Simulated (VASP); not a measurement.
Runs of VASP 6.6.1 on Sc. The structure is that of space group Fm-3m (No. 225), or close to it. The cells are those of the table. 

| cell | gap on the mesh (eV) | pressure (GPa) |
| --- | --- | --- |
| a = 3.403 Å, angles 60.0°, 1 atom | none | (a) |
| a = 3.179 Å, angles 60.0°, 1 atom | none | 7.5 |
| a = 3.226 Å, angles 60.0°, 1 atom | none | 4.6 |
| a = 3.272 Å, angles 60.0°, 1 atom | none | 2.1 |
| a = 3.445 Å, angles 60.0°, 1 atom | none | -4.5 |
| a = 3.317 Å, angles 60.0°, 1 atom | none | (b) |

Alike in all rows: task single point; level RPBE; potentials or basis VASP PAW PBE potentials, release 64 (Sc_sv); no spin polarisation; k mesh 13 × 13 × 13; cutoff (eV) 520; smearing fermi-dirac 0.1 eV.

Fill in the values left out.

(a) -3.3; (b) 0.0.

Caveats: the PAW data sets were made with another functional, which shifts forces and pressure a little.

A gap of «none» marks levels without a gap at the run's occupations.
